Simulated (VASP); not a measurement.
Here is a VASP 6.6.1 calculation.

Contents of INCAR:

```
SYSTEM = GaAs
PREC = Accurate
ENCUT = 500
EDIFF = 1E-6
ISMEAR = 0
SIGMA = 0.02
LREAL = .FALSE.
LASPH = .TRUE.
NELM = 120
ALGO = Normal
ISIF = 2
LWAVE = .FALSE.
LCHARG = .FALSE.
GGA = PS
NBANDS = 16
GGA_COMPAT = .FALSE.
```

KPOINTS

```
regular mesh
0
G
  6 6 6
  0 0 0
```

POSCAR

```
GaAs
1.0
    0.0000000000      2.8298428148      2.8298428148
    2.8298428148      0.0000000000      2.8298428148
    2.8298428148      2.8298428148      0.0000000000
Ga As
1 1
Direct
    0.0000000000      0.0000000000      0.0000000000
    0.2500000000      0.2500000000      0.2500000000
```

Potentials or basis: VASP PAW PBE potentials, release 64 (Ga_d, As).

The run is started by

```sh
$ cat potpaw_PBE.64/Ga_d/POTCAR potpaw_PBE.64/As/POTCAR > POTCAR
$ mpirun -np 1 vasp_std > vasp.out
```

What does it give for the band gap on the k mesh?

0.43 eV, direct.

What does it give for the pressure?

0.1 GPa.

Caveat: the PAW data sets were made with another functional, which shifts forces and pressure a little. A k mesh can miss the band edges.
